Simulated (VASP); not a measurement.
Here is a VASP 6.6.1 calculation.

The input POSCAR:

```
Sb
1.0
    5.1294083752      0.0000000000      0.0000000000
    0.0000000000      4.2400767676      0.0000000000
    0.0000000000      0.0000000000     29.0216962420
Sb
4
Direct
    0.0594214760      0.0000000000      0.3752153082
    0.4405785240      0.5000000000      0.3752153082
    0.5594214760      0.5000000000      0.2794673073
    0.9405785240      0.0000000000      0.2794673073
```

INCAR.step1

```
ALGO = Normal
DIPOL = 0.5 0.5 0.327
EDIFF = 1E-4
ENCUT = 520
GGA = PE
IDIPOL = 3
ISMEAR = 0
LASPH = True
LCHARG = False
LDIPOL = True
LREAL = False
LWAVE = True
NBANDS = 18
NELM = 60
PREC = Accurate
SIGMA = 0.01
```

INCAR.step2

```
ALGO = Normal
DIPOL = 0.5 0.5 0.327
EDIFF = 1E-6
ENCUT = 520
IDIPOL = 3
ISIF = 2
ISMEAR = 0
ISTART = 1
LASPH = True
LCHARG = False
LDIPOL = True
LMIXTAU = True
LREAL = False
LWAVE = False
METAGGA = R2SCAN
NBANDS = 18
NELM = 60
PREC = Accurate
SIGMA = 0.01
```

File KPOINTS:

```
k-points
0
Gamma
  6 6 1
```

Potentials or basis: VASP PAW PBE potentials, release 64 (Sb).

Command:

```sh
$ cat potpaw_PBE.64/Sb/POTCAR > POTCAR
$ cp INCAR.step1 INCAR
$ mpirun -np 1 vasp_std > vasp.out
$ cp INCAR.step2 INCAR
$ mpirun -np 1 vasp_std > vasp.out
```

Problem. Estimate the largest force.

Solution. 0.067 eV/Å.

Problem. What does it give for the band gap on the k mesh?

Solution. 0.66 eV, indirect (least direct gap 0.86 eV).

Forces in eV/Å, atoms in the order of the input:
```
Sb  -0.049  0.000  0.045
Sb   0.049  0.000  0.045
Sb  -0.049  0.000 -0.045
Sb   0.049  0.000 -0.045
```

Caveat: the PAW data sets were made with another functional, which shifts forces and pressure a little; spin-orbit coupling is left out, which moves the levels of the heavy elements.
